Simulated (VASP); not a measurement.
# PbSe (Cmcm) in VASP: notebook

Runs on PbSe. Level: PBEsol. Tasks: single point.

Everything below comes from runs of VASP 6.6.1. Logs are shortened: lines on timing, memory, paths and dates and some standing lists are left out, and cuts for length are marked.

### 1 The cell of the first run

The structure is orthorhombic, space group Cmcm (No. 63). The conventional cell has a = 4.252 Å, b = 12.102 Å, c = 4.390 Å, α = 90.00°, β = 90.00°, γ = 90.00°. Pb (site symmetry m2m) has 5 Se at 2.78 to 3.06 Å within 3.7 Å. Within 3.7 Å of Se (site symmetry m2m) lie 5 Pb at 2.78 to 3.06 Å.

### 2 Single point, PBEsol

File INCAR:

```
PREC = Accurate ; ENCUT = 520
EDIFF = 1E-7 ; ISMEAR = 0
SIGMA = 0.01 ; LREAL = F
LASPH = T ; NELM = 80
ALGO = Normal ; ISIF = 2
LWAVE = F ; LCHARG = T
GGA = PS ; LELF = T
LVHAR = T ; NBANDS = 28
```

File KPOINTS:

```
Automatic mesh
0
Gamma
  6 6 4
```

File POSCAR:

```
PbSe
1.0
    2.1257530660     -6.0510460072      0.0000000000
    2.1257530660      6.0510460072      0.0000000000
    0.0000000000      0.0000000000      4.3903443916
Pb Se
2 2
Direct
    0.6317607300      0.3682392700      0.7500000000
    0.3682392700      0.6317607300      0.2500000000
    0.8612899600      0.1387100400      0.7500000000
    0.1387100400      0.8612899600      0.2500000000
```

Potentials or basis: VASP PAW PBE potentials, release 64 (Pb_d, Se).

On the command line:

```sh
> cat potpaw_PBE.64/Pb_d/POTCAR potpaw_PBE.64/Se/POTCAR > POTCAR
> mpirun -np 1 vasp_std > vasp.out
```

OUTCAR:

```text
PREC = Accurate
   ENCUT = 520
   EDIFF = 1E-7
   ISMEAR = 0
   LREAL = F
   LASPH = T
   NELM = 80
   ISIF = 2
   GGA = PS

 ion  position               nearest neighbor table
   1  0.632  0.368  0.750-   3 2.78   4 3.06   4 3.06   4 3.06   4 3.06   2 3.87   2 3.87
   2  0.368  0.632  0.250-   4 2.78   3 3.06   3 3.06   3 3.06   3 3.06   1 3.87   1 3.87
   3  0.861  0.139  0.750-   1 2.78   2 3.06   2 3.06   2 3.06   2 3.06
   4  0.139  0.861  0.250-   2 2.78   1 3.06   1 3.06   1 3.06   1 3.06

  LATTYP: Found a base centered orthorhombic cell.
 ALAT       =     4.2515061320
 B/A-ratio  =     2.8465422932
 C/A-ratio  =     1.0326562529

  Lattice vectors:

 A1 = (   2.1257530660,  -6.0510460072,   0.0000000000)
 A2 = (   2.1257530660,   6.0510460072,   0.0000000000)
 A3 = (   0.0000000000,   0.0000000000,   4.3903443916)

Analysis of symmetry for initial positions (statically):
=====================================================================
 Subroutine PRICEL returns:
 Original cell was already a primitive cell.

 Routine SETGRP: Setting up the symmetry group for a
 base centered orthorhombic supercell.

 Subroutine GETGRP returns: Found  8 space group operations
 (whereof  4 operations were pure point group operations)
 out of a pool of  8 trial point group operations.

The static configuration has the point symmetry C_2h.
 The point group associated with its full space group is D_2h.

Analysis of symmetry for dynamics (positions and initial velocities):
=====================================================================
 Subroutine PRICEL returns:
 Original cell was already a primitive cell.

 Routine SETGRP: Setting up the symmetry group for a
 base centered orthorhombic supercell.

 Subroutine GETGRP returns: Found  8 space group operations
 (whereof  4 operations were pure point group operations)
 out of a pool of  8 trial point group operations.

The dynamic configuration has the point symmetry C_2h.
 The point group associated with its full space group is D_2h.

 Subroutine INISYM returns: Found  8 space group operations
 (whereof  4 operations are pure point group operations),
 and found     1 'primitive' translations

----------------------------------------------------------------------------------------

                                     Primitive cell

  volume of cell :     112.9463

  direct lattice vectors                    reciprocal lattice vectors
     2.125753066 -6.051046007  0.000000000     0.235210763 -0.082630342  0.000000000
     2.125753066  6.051046007  0.000000000     0.235210763  0.082630342  0.000000000
     0.000000000  0.000000000  4.390344392     0.000000000  0.000000000  0.227772564

  length of vectors
     6.413578087  6.413578087  4.390344392     0.249302780  0.249302780  0.227772564

  position of ions in fractional coordinates (direct lattice)
     0.631760730  0.368239270  0.750000000
     0.368239270  0.631760730  0.250000000
     0.861289960  0.138710040  0.750000000
     0.138710040  0.861289960  0.250000000

  ion indices of the primitive-cell ions
   primitive index   ion index
                 1           1
                 2           2
                 3           3
                 4           4

----------------------------------------------------------------------------------------

 KPOINTS: Automatic mesh

Automatic generation of k-mesh.
 Grid dimensions read from file:
 generate k-points for:    6    6    4

 Generating k-lattice:

  Cartesian coordinates                     Fractional coordinates (reciprocal lattice)
     0.039201794 -0.013771724  0.000000000     0.166666667  0.000000000  0.000000000
     0.039201794  0.013771724  0.000000000     0.000000000  0.166666667  0.000000000
     0.000000000  0.000000000  0.056943141     0.000000000  0.000000000  0.250000000

  Length of vectors
     0.041550463  0.041550463  0.056943141

  Shift w.r.t. Gamma in fractional coordinates (k-lattice)
     0.000000000  0.000000000  0.000000000

 Subroutine IBZKPT returns following result:
 ===========================================

 Found     39 irreducible k-points:

 Following reciprocal coordinates:
            Coordinates               Weight
  0.000000  0.000000  0.000000      1.000000
  0.166667  0.000000  0.000000      4.000000
  0.333333  0.000000  0.000000      4.000000
  0.500000  0.000000  0.000000      2.000000
  0.166667  0.166667  0.000000      2.000000
  0.333333  0.166667  0.000000      4.000000
[... 16 lines left out ...]
  0.333333  0.333333  0.250000      4.000000
  0.500000  0.333333  0.250000      8.000000
 [... further k-points ...]
   k-points           NKPTS =     39   k-points in BZ     NKDIM =     39   number of bands    NBANDS=     28
   number of dos      NEDOS =    301   number of ions     NIONS =      4
   total plane-waves  NPLWV =  82944
   dimension x,y,z NGX =    48 NGY =   48 NGZ =   36
   dimension x,y,z NGXF=    96 NGYF=   96 NGZF=   72
   ions per type =               2   2
   NGX,Y,Z   is equivalent  to a cutoff of  12.44, 12.44, 13.63 a.u.
   NGXF,Y,Z  is equivalent  to a cutoff of  24.88, 24.88, 27.26 a.u.
 SYSTEM =  unknown system
   PREC   = accura    normal or accurate (medium, high low for compatibility)
   ISTART =      0    job   : 0-new  1-cont  2-samecut
   ICHARG =      2    charge: 1-file 2-atom 10-const
   ISPIN  =      1    spin polarized calculation?
   LNONCOLLINEAR =      F non collinear calculations
   LSORBIT =      F    spin-orbit coupling
   LASPH  =      T    aspherical Exc in radial PAW
   ENCUT  =  520.0 eV  38.22 Ry    6.18 a.u.  11.93 11.93  8.16*2*pi/ulx,y,z
   NELM   =     80;   NELMIN=  2; NELMDL= -5     # of ELM steps
   EDIFF  = 0.1E-06   stopping-criterion for ELM
   LREAL  =      F    real-space projection
   EDIFFG = 0.1E-05   stopping-criterion for IOM
   NSW    =      0    number of steps for IOM
   IBRION =     -1    ionic relax: 0-MD 1-quasi-New 2-CG
   NFREE  =      0    steps in history (QN), initial steepest desc. (CG)
   ISIF   =      2    stress and relaxation
   ISYM   =      2    0-nonsym 1-usesym 2-fastsym
   POTIM  = 0.5000    time-step for ionic-motion
   TEBEG  =    0.0;   TEEND  =   0.0 temperature during run
   PSTRESS=    0.0 pullay stress
   NELECT =      40.0000    total number of electrons
   NUPDOWN=      -1.0000    fix difference up-down
   EMIN   =  10.00;   EMAX   =-10.00  energy-range for DOS
   EFERMI =   0.00;   METHOD = LEGACY
   ISMEAR =     0;   SIGMA  =   0.01  broadening in eV -4-tet -1-fermi 0-gaus
   EFERMI_NEDOS =   21; number of points for ismear=-14 and -15
   IALGO  =     38    algorithm
   IMIX   =      4    mixing-type and parameters
     AMIX     =   0.40;   BMIX     =  1.00
     AMIX_MAG =   1.60;   BMIX_MAG =  1.00
  volume/ion in A,a.u.               =      28.24       190.55
  Fermi-wavevector in a.u.,A,eV,Ry     =   1.158255  2.188785 18.252961  1.341555
  Thomas-Fermi vector in A             =   2.294859
   LORBIT       =      0    0 simple, 1 ext, 2 COOP (PROOUT), +10 PAW based schemes
   GGA     = PS    functional components
   LHFCALC =     F    Hartree Fock is set to
   AEXX    =    0.0000 exact exchange contribution
   IVDW    =     0    specifies the selected vdW correction
   LEPSILON=     F    determine dielectric tensor
   LRPA    =     F    only Hartree local field effects (RPA)
 non-spin polarized calculation
 Gauss-broadening in eV      SIGMA  =   0.01
  energy-cutoff  :      520.00
  volume of cell :      112.95
 maximum number of plane-waves:      3070
   NGX = 23   NGY = 23   NGZ = 17

 number of electron      39.9999999 magnetization

 Free energy of the ion-electron system (eV)
  ---------------------------------------------------
  ext. energy  EPLUGINS =         0.00000000
  ---------------------------------------------------
  free energy    TOTEN  =       -17.65170785 eV

  energy without entropy =      -17.65170785  energy(sigma->0) =      -17.65170785

 E-fermi :   4.5969     XC(G=0):  -9.7996

 val. band max:        4.5312325988   @ k =   0.0000   0.0000   0.5000
 cond. band min:       5.6244164149   @ k =   0.5000   0.5000   0.0000
 fundamental gap:      1.0931838161
 Fermi energy:         4.5969346820

 k-point     1 :       0.0000    0.0000    0.0000
  band No.  band energies     occupation
      1     -11.8865      2.00000
      2     -11.7721      2.00000
      3     -11.7651      2.00000
      4     -11.7610      2.00000
      5     -11.7390      2.00000
      6     -11.7350      2.00000
[... 20 lines left out ...]
     27      10.2023      0.00000
     28      11.3758      0.00000

 k-point     2 :       0.1667    0.0000    0.0000
  band No.  band energies     occupation
      1     -11.8696      2.00000
      2     -11.7672      2.00000
      3     -11.7644      2.00000
      4     -11.7500      2.00000
      5     -11.7468      2.00000
      6     -11.7364      2.00000
[... 20 lines left out ...]
     27      10.4478      0.00000
     28      11.6377      0.00000

 k-point     3 :       0.3333    0.0000    0.0000
  band No.  band energies     occupation
      1     -11.8309      2.00000
      2     -11.7686      2.00000
      3     -11.7682      2.00000
      4     -11.7627      2.00000
      5     -11.7377      2.00000
      6     -11.7343      2.00000
[... 20 lines left out ...]
     27      12.0609      0.00000
     28      12.3836      0.00000

 k-point     4 :       0.5000    0.0000    0.0000
  band No.  band energies     occupation
      1     -11.7963      2.00000
      2     -11.7884      2.00000
      3     -11.7716      2.00000
      4     -11.7715      2.00000
      5     -11.7395      2.00000
      6     -11.7316      2.00000
[... 578 lines left out ...]
     27      10.6166      0.00000
     28      12.3085      0.00000

 k-point    23 :       0.3333    0.3333    0.2500
  band No.  band energies     occupation
      1     -11.8427      2.00000
      2     -11.8126      2.00000
      3     -11.7664      2.00000
      4     -11.7497      2.00000
      5     -11.7386      2.00000
      6     -11.7305      2.00000
[... 20 lines left out ...]
     27      11.1057      0.00000
     28      11.4181      0.00000

 k-point    24 :       0.5000    0.3333    0.2500
  band No.  band energies     occupation
      1     -11.8462      2.00000
      2     -11.7800      2.00000
      3     -11.7638      2.00000
      4     -11.7472      2.00000
      5     -11.7408      2.00000
      6     -11.7311      2.00000
[... 20 lines left out ...]
     27      11.4429      0.00000
     28      12.0882      0.00000

 [... further k-points ...]
[... 5 lines left out ...]
  --------------------------------------------------------------------------------------
  -------------------------------------------------------------------------------------
  Total        0.0877618      0.2751426      0.0067500      0.0000000     -0.0000000      0.0000000
  in kB        1.2449279      3.9029815      0.0957507      0.0000000     -0.0000000      0.0000000
  external PRESSURE =       1.7478867 kB  Pullay stress =       0.0000000 kB

 VOLUME and BASIS-vectors are now :
 -----------------------------------------------------------------------------
  energy-cutoff  :      520.00
  volume of cell :      112.95
      direct lattice vectors                 reciprocal lattice vectors
     2.125753066 -6.051046007  0.000000000     0.235210763 -0.082630342  0.000000000
     2.125753066  6.051046007  0.000000000     0.235210763  0.082630342  0.000000000
     0.000000000  0.000000000  4.390344392     0.000000000  0.000000000  0.227772564

 POSITION                                       TOTAL-FORCE (eV/Angst)
 -----------------------------------------------------------------------------------
      2.12575     -1.59458      3.29276         0.000000      0.199963     -0.000000
      2.12575      1.59458      1.09759         0.000000     -0.199963     -0.000000
      2.12575     -4.37236      3.29276         0.000000     -0.199607      0.000000
      2.12575      4.37236      1.09759         0.000000      0.199607     -0.000000
 -----------------------------------------------------------------------------------
    total drift:                                0.000000     -0.000000     -0.000000

  FREE ENERGIE OF THE ION-ELECTRON SYSTEM (eV)
  ---------------------------------------------------
  free  energy   TOTEN  =       -17.6517078525 eV

  energy  without entropy=      -17.6517078525  energy(sigma->0) =      -17.65170785
```

Run time: 1.8 min. Hardware: 1 thread of Intel Xeon Platinum 8259CL at 2.50GHz (Skylake/Cascade Lake), shared host; peak memory 0.33 GiB.

Results:

```
Free energy            : -17.6517 eV
Pressure               : 0.2 GPa
Largest force          : 0.200 eV/Å
Band gap on the k mesh : 1.09 eV, indirect (least direct gap 1.47 eV)
```

Forces on the atoms (eV/Å):
```
Pb   0.000  0.200  0.000
Pb   0.000 -0.200  0.000
Se   0.000 -0.200  0.000
Se   0.000  0.200  0.000
```

Stress tensor (GPa, compression positive):
```
0.12 0.00 0.00
0.00 0.39 0.00
0.00 0.00 0.01
```

Caveat: the PAW data sets were made with another functional, which shifts forces and pressure a little; spin-orbit coupling is left out, which moves the levels of the heavy elements.

(Continued in part 2 of 3.)
